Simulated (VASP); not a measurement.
Set up this calculation in VASP 6.6.1, as the native input.

```
Task                   : relaxation of cell and atoms
Functional             : PBE
Potentials or basis    : VASP PAW PBE potentials, release 64 (Na_pv, H)
Cutoff                 : 600 eV
k mesh                 : 8 × 8 × 8
Occupations            : gaussian, width 0.02 eV
Spin                   : no spin polarisation
Dipole correction      : no
Further INCAR settings : ALGO = Normal; EDIFF = 1e-06; IBRION = 2; EDIFFG = -0.01; NSW = 100; ISIF = 3
```

The structure of NaH lies in POSCAR:

```
NaH
1.0
    1.6306639000     -5.7962887000      0.0000000000
    1.6306639000      5.7962887000      0.0000000000
    0.0000000000      0.0000000000      3.3538828000
Na H
2 2
Direct
    0.8552090000      0.1447910000      0.7500000000
    0.1447910000      0.8552090000      0.2500000000
    0.6438850000      0.3561150000      0.7500000000
    0.3561150000      0.6438850000      0.2500000000
```

The cell was built from a structure type or drawn by symmetry, and may not be a known phase.

These files were run (other wordings do the same):

INCAR

```
PREC     = Accurate       # precision mode
ENCUT    = 600            # plane-wave cutoff, eV
EDIFF    = 1E-6           # SCF threshold, eV
ISMEAR   = 0              # smearing method
SIGMA    = 0.02           # smearing width, eV
LREAL    = F              # projectors in reciprocal space
LASPH    = T              # aspherical terms in the spheres
NELM     = 100            # most SCF steps
ALGO     = Normal         # electronic algorithm
ISIF     = 3              # what is computed and relaxed
LWAVE    = F              # write WAVECAR
LCHARG   = F              # write CHGCAR
GGA      = PE             # functional
IBRION   = 2              # ionic algorithm
NSW      = 100            # ionic steps
EDIFFG   = -0.01          # ionic threshold
```

KPOINTS

```
Automatic mesh
0
Gamma
  8 8 8
```

Potentials or basis: VASP PAW PBE potentials, release 64 (Na_pv, H).

The run is started by

```bash
$ cat potpaw_PBE.64/Na_pv/POTCAR potpaw_PBE.64/H/POTCAR > POTCAR
$ mpirun -np 1 vasp_std > vasp.out
```

Results of the run:

| Property | Result |
| --- | --- |
| Pressure after relaxing | 0.0 GPa |
| Largest force after relaxing | 0.006 eV/Å |
| Band gap on the k mesh | 3.05 eV (least direct gap 4.03 eV) |

Caveat: the relaxation stopped at its first step, so nothing moved.

Run time: 46 s on 1 thread of Intel(R) Xeon(R) 6975P-C (Granite Rapids) (shared host), peak memory 0.27 GiB.
